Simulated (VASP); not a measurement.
# CdS (Hawleyite) (F-43m) in VASP: further runs, part 2 of 2

VASP 6.6.1. The steps go on from the part before.

## (4) Relaxation of cell and atoms, PBEsol, target pressure 5 GPa, at which the enthalpy is minimised

This run uses another cell than the first one, of 24.81 Å³/atom, 1.004 times its volume.

Input file INCAR:

```
SYSTEM = CdS
  PREC = Accurate
  ENCUT = 600
  EDIFF = 1E-6
  ISMEAR = -1
  SIGMA = 0.05
  LREAL = .FALSE.
  LASPH = .TRUE.
  NELM = 80
  ALGO = Normal
  ISIF = 3
  LWAVE = .FALSE.
  LCHARG = .FALSE.
  GGA = PS
  IBRION = 2
  NSW = 80
  EDIFFG = -0.01
  PSTRESS = 50.0
```

Input file KPOINTS:

```
regular mesh
0
G
  8 8 8
  0 0 0
```

Input file POSCAR:

```
CdS
1.0
    0.0000000000      2.9165000000      2.9165000000
    2.9165000000      0.0000000000      2.9165000000
    2.9165000000      2.9165000000      0.0000000000
Cd S
1 1
Direct
    0.0000000000      0.0000000000      0.0000000000
    0.7500000000      0.7500000000      0.7500000000
```

Potentials or basis: VASP PAW PBE potentials, release 64 (Cd, S).

Launch:

```sh
> cat potpaw_PBE.64/Cd/POTCAR potpaw_PBE.64/S/POTCAR > POTCAR
> mpirun -np 1 vasp_std > vasp.out
```

OUTCAR:

```text
SYSTEM = CdS
   PREC = Accurate
   ENCUT = 600
   EDIFF = 1E-6
   ISMEAR = -1
   LREAL = .FALSE.
   LASPH = .TRUE.
   NELM = 80
   ISIF = 3
   GGA = PS
   IBRION = 2
   NSW = 80
   EDIFFG = -0.01
   PSTRESS = 50.0

 ion  position               nearest neighbor table
   1  0.000  0.000  0.000-   2 2.53   2 2.53   2 2.53   2 2.53
   2  0.750  0.750  0.750-   1 2.53   1 2.53   1 2.53   1 2.53

  LATTYP: Found a face centered cubic cell.
 ALAT       =     5.8330000000

  Lattice vectors:

 A1 = (   0.0000000000,   2.9165000000,   2.9165000000)
 A2 = (   2.9165000000,   0.0000000000,   2.9165000000)
 A3 = (   2.9165000000,   2.9165000000,   0.0000000000)

Analysis of symmetry for initial positions (statically):
=====================================================================
 Subroutine PRICEL returns:
 Original cell was already a primitive cell.

 Routine SETGRP: Setting up the symmetry group for a
 face centered cubic supercell.

 Subroutine GETGRP returns: Found 24 space group operations
 (whereof 24 operations were pure point group operations)
 out of a pool of 48 trial point group operations.

The static configuration has the point symmetry T_d .

Analysis of symmetry for dynamics (positions and initial velocities):
=====================================================================
 Subroutine PRICEL returns:
 Original cell was already a primitive cell.

 Routine SETGRP: Setting up the symmetry group for a
 face centered cubic supercell.

 Subroutine GETGRP returns: Found 24 space group operations
 (whereof 24 operations were pure point group operations)
 out of a pool of 48 trial point group operations.

The dynamic configuration has the point symmetry T_d .

 Subroutine INISYM returns: Found 24 space group operations
 (whereof 24 operations are pure point group operations),
 and found     1 'primitive' translations

[... 126 lines left out ...]
 non-spin polarized calculation
  energy-cutoff  :      600.00
  volume of cell :       49.62
 maximum number of plane-waves:      1676
 NGX is ok and might be reduce to    36
   NGX = 17   NGY = 17   NGZ = 17

--------------------------------------- Ionic step        1  -------------------------------------------

 number of electron      17.9999999 magnetization

 Free energy of the ion-electron system (eV)
  ---------------------------------------------------
  ext. energy  EPLUGINS =         0.00000000
  ---------------------------------------------------
  free energy    TOTEN  =        -6.81366470 eV

  energy without entropy =       -6.81366430  energy(sigma->0) =       -6.81366450

------------------------ aborting loop because EDIFF is reached ----------------------------------------

  FORCE on cell =-STRESS in cart. coord.  units (eV):
  Direction    XX          YY          ZZ          XY          YZ          ZX
  --------------------------------------------------------------------------------------
  -------------------------------------------------------------------------------------
  Total        0.0278575      0.0278575      0.0278575      0.0000000     -0.0000000      0.0000000
  in kB        0.8995738      0.8995738      0.8995738      0.0000000     -0.0000000      0.0000000
  external PRESSURE =     -49.1004262 kB  Pullay stress =      50.0000000 kB
[... 63 lines left out ...]
--------------------------------------- Ionic step        3  -------------------------------------------

 number of electron      18.0000001 magnetization

 Free energy of the ion-electron system (eV)
  ---------------------------------------------------
  ext. energy  EPLUGINS =         0.00000000
  ---------------------------------------------------
  free energy    TOTEN  =        -6.76537312 eV

  energy without entropy =       -6.76537301  energy(sigma->0) =       -6.76537307

 E-fermi :   2.4314     XC(G=0):  -9.7002

 val. band max:        1.8230446586   @ k =   0.0000   0.0000   0.0000
 cond. band min:       2.9688800468   @ k =   0.0000   0.0000   0.0000
 fundamental gap:      1.1458353882
 Fermi energy:         2.4314400829

 k-point     1 :       0.0000    0.0000    0.0000
  band No.  band energies     occupation
      1     -11.0090      2.00000
      2      -6.1924      2.00000
      3      -6.1924      2.00000
      4      -6.1924      2.00000
      5      -5.6049      2.00000
      6      -5.6049      2.00000
      7       1.8230      1.99999
      8       1.8230      1.99999
      9       1.8230      1.99999
     10       2.9689      0.00004
     11       8.2370      0.00000
     12       8.2370      0.00000
     13       8.2370      0.00000
[... 354 lines left out ...]
  band No.  band energies     occupation
      1     -10.4252      2.00000
      2      -5.9997      2.00000
      3      -5.9496      2.00000
      4      -5.6429      2.00000
      5      -5.5736      2.00000
      6      -5.0220      2.00000
      7      -2.7587      2.00000
      8      -0.3774      2.00000
      9       0.4136      2.00000
     10       6.2906      0.00000
     11       7.4605      0.00000
     12       9.0770      0.00000
     13      10.2124      0.00000

 [... further k-points ...]
[... 5 lines left out ...]
  --------------------------------------------------------------------------------------
  -------------------------------------------------------------------------------------
  Total        1.4429967      1.4429967      1.4429967     -0.0000000     -0.0000000      0.0000000
  in kB       49.8599007     49.8599007     49.8599007     -0.0000000     -0.0000000      0.0000000
  external PRESSURE =      -0.1400993 kB  Pullay stress =      50.0000000 kB
[... 21 lines left out ...]
  energy  without entropy=       -6.7653730147  energy(sigma->0) =       -6.76537307

  enthalpy is  TOTEN    =        -5.3183218208 eV   P V=        1.4470513020

 reached required accuracy - stopping structural energy minimisation
```

CONTCAR:

```text
CdS
   1.00000000000000
     0.0000000000000000    2.8514439349316087    2.8514439349316087
     2.8514439349316087   -0.0000000000000000    2.8514439349316087
     2.8514439349316087    2.8514439349316087    0.0000000000000000
  Cd              S
     1     1
Direct
     0.0000000000000000    0.0000000000000000    0.0000000000000000
     0.7500000000000000    0.7500000000000000    0.7500000000000000

  0.00000000E+00  0.00000000E+00  0.00000000E+00
  0.00000000E+00  0.00000000E+00  0.00000000E+00
```

It took 44 s on 1 thread of Intel Xeon Platinum 8488C (Sapphire Rapids), shared host; peak memory 0.21 GiB.

Results:

| Property | Result |
| --- | --- |
| Free energy | -6.7654 eV |
| Relaxed volume | 23.18 Å³/atom |
| Relaxed cell | a = 4.033 Å, b = 4.033 Å, c = 4.033 Å, α = 60.00°, β = 60.00°, γ = 60.00° |
| Space group after relaxing (to 0.05 Å) | F-43m (No. 216) |
| Energy change on relaxing (the enthalpy is what falls) | +24.1 meV/atom |
| Ionic steps | 3 |
| Pressure after relaxing | 5.0 GPa |
| Band gap on the k mesh | 1.15 eV, direct |

The path:
| step | energy change (eV) | largest force (eV/Å) | pressure (GPa) | volume (Å³) |
| --- | --- | --- | --- | --- |
| 1 | 0.0000 | 0.0000 | 0.09 | 49.62 |
| 2 | 0.1357 | 0.0000 | 9.09 | 44.35 |
| 3 | 0.0483 | 0.0000 | 4.99 | 46.37 |

Final structure:
```
CELL_PARAMETERS angstrom
0.00000 2.85144 2.85144
2.85144 0.00000 2.85144
2.85144 2.85144 0.00000
ATOMIC_POSITIONS crystal
Cd 0.00000 0.00000 0.00000
S 0.75000 0.75000 0.75000
```

Caveat: the cell is relaxed towards a set pressure, so the enthalpy falls and the energy may rise; the PAW data sets were made with another functional, which shifts forces and pressure a little.

## (5) Summary

```tsv
task	cell	cutoff (eV)	gap on the mesh (eV)	pressure (GPa)
single point	a = 4.119 Å, angles 60.0°, 2 atoms	520	1.02	0.4
relaxation of cell and atoms	relaxed from a = 4.125 Å, angles 60.0°, 2 atoms	600	1.00	0.0
relaxation of cell and atoms	relaxed to 5 GPa from a = 4.125 Å, angles 60.0°, 2 atoms	600	1.15	5.0
```

Alike in all rows: level PBEsol; potentials or basis VASP PAW PBE potentials, release 64 (Cd, S); no spin polarisation; k mesh 8 × 8 × 8; smearing fermi-dirac 0.05 eV.

Caveats: the PAW data sets were made with another functional, which shifts forces and pressure a little; the cell is relaxed towards a set pressure, so the enthalpy falls and the energy may rise (some runs).

Absolute energies hang on the potentials; compare differences alone.
